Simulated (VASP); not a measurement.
# Re (P6_3/mmc) in VASP: notebook

Re is run at these levels: PBE; tasks: single point.

All numbers are computed with VASP 6.6.1; they aren't measurements. Logs are shortened: lines on timing, memory, paths and dates and some standing lists are left out, and cuts for length are marked.

## (1) The cell of the first run

Symmetry: P6_3/mmc, No. 194, hexagonal system. The conventional cell has a = 2.710 Å, b = 2.710 Å, c = 8.756 Å, α = 90.00°, β = 90.00°, γ = 120.00°. Re (site symmetry -3m) has 12 Re at 2.69 to 2.71 Å within 3.5 Å. Within 3.5 Å of Re (site symmetry -6m2) lie 12 Re at 2.69 to 2.71 Å.

## (2) Single point, PBE

Input file INCAR:

```
ALGO = Normal
EDIFF = 1E-7
ENCUT = 520
GGA = PE
ISIF = 2
ISMEAR = -1
LASPH = True
LCHARG = True
LELF = True
LREAL = False
LVHAR = True
LWAVE = False
NBANDS = 22
NELM = 60
PREC = Accurate
SIGMA = 0.01
```

Input file KPOINTS:

```
k-points
0
Gamma
  10 10 3
```

Input file POSCAR:

```
Re
1.0
    2.7099142765      0.0000000000      0.0000000000
   -1.3549576281      2.3468551750      0.0000000000
    0.0000000000      0.0000000000      8.7563683900
Re
4
Direct
    0.0000000000      0.0000000000      0.0000000000
    0.3333333333      0.6666666667      0.2500000000
    0.0000000000      0.0000000000      0.5000000000
    0.6666666667      0.3333333333      0.7500000000
```

Potentials or basis: VASP PAW PBE potentials, release 64 (Re).

Launch:

```sh
cat potpaw_PBE.64/Re/POTCAR > POTCAR
mpirun -np 1 vasp_std > vasp.out
```

OUTCAR:

```text
EDIFF = 1E-7
   ENCUT = 520
   GGA = PE
   ISIF = 2
   ISMEAR = -1
   LASPH = True
   LREAL = False
   NELM = 60
   PREC = Accurate

 ion  position               nearest neighbor table
   1  0.000  0.000  0.000-   4 2.69   2 2.69   4 2.69   2 2.69   4 2.69   2 2.69
   2  0.333  0.667  0.250-   1 2.69   3 2.69   1 2.69   3 2.69   1 2.69   3 2.69
   3  0.000  0.000  0.500-   4 2.69   2 2.69   4 2.69   2 2.69   4 2.69   2 2.69
   4  0.667  0.333  0.750-   1 2.69   3 2.69   1 2.69   3 2.69   1 2.69   3 2.69

  LATTYP: Found a hexagonal cell.
 ALAT       =     2.7099142765
 C/A-ratio  =     3.2312344586

  Lattice vectors:

 A1 = (   2.7099142765,   0.0000000000,   0.0000000000)
 A2 = (  -1.3549576281,   2.3468551750,   0.0000000000)
 A3 = (   0.0000000000,   0.0000000000,   8.7563683900)

Analysis of symmetry for initial positions (statically):
=====================================================================
 Subroutine PRICEL returns:
 Original cell was already a primitive cell.

 Routine SETGRP: Setting up the symmetry group for a
 hexagonal supercell.

 Subroutine GETGRP returns: Found 24 space group operations
 (whereof 12 operations were pure point group operations)
 out of a pool of 24 trial point group operations.

The static configuration has the point symmetry D_3d.
 The point group associated with its full space group is D_6h.

Analysis of symmetry for dynamics (positions and initial velocities):
=====================================================================
 Subroutine PRICEL returns:
 Original cell was already a primitive cell.

 Routine SETGRP: Setting up the symmetry group for a
 hexagonal supercell.

 Subroutine GETGRP returns: Found 24 space group operations
 (whereof 12 operations were pure point group operations)
 out of a pool of 24 trial point group operations.

The dynamic configuration has the point symmetry D_3d.
 The point group associated with its full space group is D_6h.

 Subroutine INISYM returns: Found 24 space group operations
 (whereof 12 operations are pure point group operations),
 and found     1 'primitive' translations

----------------------------------------------------------------------------------------

                                     Primitive cell

  volume of cell :      55.6885

  direct lattice vectors                    reciprocal lattice vectors
     2.709914277  0.000000000  0.000000000     0.369015363  0.213051144  0.000000000
    -1.354957628  2.346855175  0.000000000     0.000000000  0.426102135  0.000000000
     0.000000000  0.000000000  8.756368390     0.000000000  0.000000000  0.114202596

  length of vectors
     2.709914277  2.709915015  8.756368390     0.426102251  0.426102135  0.114202596

  position of ions in fractional coordinates (direct lattice)
     0.000000000  0.000000000  0.000000000
     0.333333333  0.666666667  0.250000000
     0.000000000  0.000000000  0.500000000
     0.666666667  0.333333333  0.750000000

  ion indices of the primitive-cell ions
   primitive index   ion index
                 1           1
                 2           2
                 3           3
                 4           4

----------------------------------------------------------------------------------------

 KPOINTS: k-points

Automatic generation of k-mesh.
 Grid dimensions read from file:
 generate k-points for:   10   10    3

 Generating k-lattice:

  Cartesian coordinates                     Fractional coordinates (reciprocal lattice)
     0.036901536  0.021305114  0.000000000     0.100000000  0.000000000  0.000000000
     0.000000000  0.042610213  0.000000000     0.000000000  0.100000000  0.000000000
     0.000000000  0.000000000  0.038067532     0.000000000  0.000000000  0.333333333

  Length of vectors
     0.042610225  0.042610213  0.038067532

  Shift w.r.t. Gamma in fractional coordinates (k-lattice)
     0.000000000  0.000000000  0.000000000

 Subroutine IBZKPT returns following result:
 ===========================================

 Found     28 irreducible k-points:

 Following reciprocal coordinates:
            Coordinates               Weight
  0.000000  0.000000  0.000000      1.000000
  0.100000 -0.000000  0.000000      6.000000
  0.200000 -0.000000  0.000000      6.000000
  0.300000  0.000000  0.000000      6.000000
  0.400000  0.000000  0.000000      6.000000
  0.500000  0.000000  0.000000      3.000000
[... 16 lines left out ...]
  0.300000  0.100000  0.333333     24.000000
  0.400000  0.100000  0.333333     24.000000
 [... further k-points ...]
   k-points           NKPTS =     28   k-points in BZ     NKDIM =     28   number of bands    NBANDS=     22
   number of dos      NEDOS =    301   number of ions     NIONS =      4
   total plane-waves  NPLWV =  28000
   dimension x,y,z NGX =    20 NGY =   20 NGZ =   70
   dimension x,y,z NGXF=    40 NGYF=   40 NGZF=  140
   ions per type =               4
   NGX,Y,Z   is equivalent  to a cutoff of  12.27, 12.27, 13.29 a.u.
   NGXF,Y,Z  is equivalent  to a cutoff of  24.54, 24.54, 26.58 a.u.
 SYSTEM =  unknown system
   PREC   = accura    normal or accurate (medium, high low for compatibility)
   ISTART =      0    job   : 0-new  1-cont  2-samecut
   ICHARG =      2    charge: 1-file 2-atom 10-const
   ISPIN  =      1    spin polarized calculation?
   LNONCOLLINEAR =      F non collinear calculations
   LSORBIT =      F    spin-orbit coupling
   LASPH  =      T    aspherical Exc in radial PAW
   ENCUT  =  520.0 eV  38.22 Ry    6.18 a.u.   5.04  5.04 16.28*2*pi/ulx,y,z
   NELM   =     60;   NELMIN=  2; NELMDL= -5     # of ELM steps
   EDIFF  = 0.1E-06   stopping-criterion for ELM
   LREAL  =      F    real-space projection
   EDIFFG = 0.1E-05   stopping-criterion for IOM
   NSW    =      0    number of steps for IOM
   IBRION =     -1    ionic relax: 0-MD 1-quasi-New 2-CG
   NFREE  =      0    steps in history (QN), initial steepest desc. (CG)
   ISIF   =      2    stress and relaxation
   ISYM   =      2    0-nonsym 1-usesym 2-fastsym
   POTIM  = 0.5000    time-step for ionic-motion
   TEBEG  =    0.0;   TEEND  =   0.0 temperature during run
   PSTRESS=    0.0 pullay stress
   NELECT =      28.0000    total number of electrons
   NUPDOWN=      -1.0000    fix difference up-down
   EMIN   =  10.00;   EMAX   =-10.00  energy-range for DOS
   EFERMI =   0.00;   METHOD = LEGACY
   ISMEAR =    -1;   SIGMA  =   0.01  broadening in eV -4-tet -1-fermi 0-gaus
   EFERMI_NEDOS =   21; number of points for ismear=-14 and -15
   IALGO  =     38    algorithm
   IMIX   =      4    mixing-type and parameters
     AMIX     =   0.40;   BMIX     =  1.00
     AMIX_MAG =   1.60;   BMIX_MAG =  1.00
  volume/ion in A,a.u.               =      13.92        93.95
  Fermi-wavevector in a.u.,A,eV,Ry     =   1.301784  2.460015 23.056994  1.694641
  Thomas-Fermi vector in A             =   2.432895
   LORBIT       =      0    0 simple, 1 ext, 2 COOP (PROOUT), +10 PAW based schemes
   GGA     = PE    functional components
   LHFCALC =     F    Hartree Fock is set to
   AEXX    =    0.0000 exact exchange contribution
   IVDW    =     0    specifies the selected vdW correction
   LEPSILON=     F    determine dielectric tensor
   LRPA    =     F    only Hartree local field effects (RPA)
 non-spin polarized calculation
  energy-cutoff  :      520.00
  volume of cell :       55.69
 maximum number of plane-waves:      1525
   NGX = 11   NGY = 11   NGZ = 33

 number of electron      27.9999999 magnetization

 Free energy of the ion-electron system (eV)
  ---------------------------------------------------
  ext. energy  EPLUGINS =         0.00000000
  ---------------------------------------------------
  free energy    TOTEN  =       -49.33560348 eV

  energy without entropy =      -49.33373078  energy(sigma->0) =      -49.33466713

 E-fermi :   8.7350     XC(G=0): -14.0370

 val. band max:        8.7230690453   @ k =   0.4000   0.1000   0.3333
 cond. band min:       8.7423010227   @ k =   0.2000   0.1000   0.0000
 fundamental gap:      0.0192319774
 Fermi energy:         8.7349664356

 k-point     1 :       0.0000    0.0000    0.0000
  band No.  band energies     occupation
      1      -1.6642      2.00000
      2       0.7303      2.00000
      3       0.8504      2.00000
      4       1.5649      2.00000
      5       5.9492      2.00000
      6       6.0578      2.00000
[... 14 lines left out ...]
     21      11.4079      0.00000
     22      11.4079      0.00000

 k-point     2 :       0.1000   -0.0000    0.0000
  band No.  band energies     occupation
      1      -1.2321      2.00000
      2       1.1328      2.00000
      3       1.2465      2.00000
      4       1.9750      2.00000
      5       5.4120      2.00000
      6       5.7502      2.00000
[... 14 lines left out ...]
     21      11.3331      0.00000
     22      11.4925      0.00000

 k-point     3 :       0.2000   -0.0000    0.0000
  band No.  band energies     occupation
      1      -0.0766      2.00000
      2       2.0026      2.00000
      3       2.0792      2.00000
      4       2.9061      2.00000
      5       4.6556      2.00000
      6       5.0854      2.00000
[... 14 lines left out ...]
     21      11.7517      0.00000
     22      11.8626      0.00000
[... 476 lines left out ...]
 k-point    23 :       0.3000    0.1000    0.3333
  band No.  band energies     occupation
      1       1.9949      2.00000
      2       2.2823      2.00000
      3       2.7487      2.00000
      4       3.2803      2.00000
      5       3.5401      2.00000
      6       3.9710      2.00000
[... 14 lines left out ...]
     21      12.9469      0.00000
     22      13.1989      0.00000

 k-point    24 :       0.4000    0.1000    0.3333
  band No.  band energies     occupation
      1       2.0605      2.00000
      2       2.2195      2.00000
      3       2.5543      2.00000
      4       2.9291      2.00000
      5       3.2523      2.00000
      6       3.4677      2.00000
[... 14 lines left out ...]
     21      14.3874      0.00000
     22      14.6840      0.00000

 [... further k-points ...]

------------------------ aborting loop because EDIFF is reached ----------------------------------------

  FORCE on cell =-STRESS in cart. coord.  units (eV):
  Direction    XX          YY          ZZ          XY          YZ          ZX
  --------------------------------------------------------------------------------------
  -------------------------------------------------------------------------------------
  Total       10.5341182     10.5341234     10.2834362     -0.0000022      0.0000000      0.0000000
  in kB      303.0699685    303.0701156    295.8577666     -0.0000633      0.0000000      0.0000000
  external PRESSURE =     300.6659502 kB  Pullay stress =       0.0000000 kB

 VOLUME and BASIS-vectors are now :
 -----------------------------------------------------------------------------
  energy-cutoff  :      520.00
  volume of cell :       55.69
      direct lattice vectors                 reciprocal lattice vectors
     2.709914277  0.000000000  0.000000000     0.369015363  0.213051144  0.000000000
    -1.354957628  2.346855175  0.000000000     0.000000000  0.426102135  0.000000000
     0.000000000  0.000000000  8.756368390     0.000000000  0.000000000  0.114202596

 POSITION                                       TOTAL-FORCE (eV/Angst)
 -----------------------------------------------------------------------------------
      0.00000      0.00000      0.00000         0.000000      0.000000      0.000000
     -0.00000      1.56457      2.18909        -0.000000      0.000000     -0.000000
      0.00000      0.00000      4.37818         0.000000      0.000000      0.000000
      1.35496      0.78229      6.56728         0.000000     -0.000000      0.000000
 -----------------------------------------------------------------------------------
    total drift:                                0.000000     -0.000000      0.000000

  FREE ENERGIE OF THE ION-ELECTRON SYSTEM (eV)
  ---------------------------------------------------
  free  energy   TOTEN  =       -49.3356034783 eV

  energy  without entropy=      -49.3337307763  energy(sigma->0) =      -49.33466713
```

Wall time 53 s (1 thread of Intel Xeon 8259CL, shared host); peak memory 0.18 GiB.

What came out:

```yaml
Free_energy: -49.3356 eV
Pressure: 30.1 GPa
Band_gap_on_the_k_mesh: zero (bands 14 and 15 overlap by 2.77 eV)
```

Stress tensor (GPa, compression positive):
```
30.31  0.00  0.00
 0.00 30.31  0.00
 0.00  0.00 29.59
```

Levels at points of the mesh, in eV from the Fermi level:
```tsv
k point	band 12	band 13	band 14	band 15	band 16	band 17
(0.00, 0.00, 0.00)	-1.37	-1.37	-1.28	-1.28	0.58	0.62
(0.50, 0.00, 0.00)	0.26	0.28	1.27	2.28	4.21	4.22
```

Caveat: the cell stands under pressure; spin-orbit coupling is left out, which moves the levels of the heavy elements.

[end of part 1 of 2]
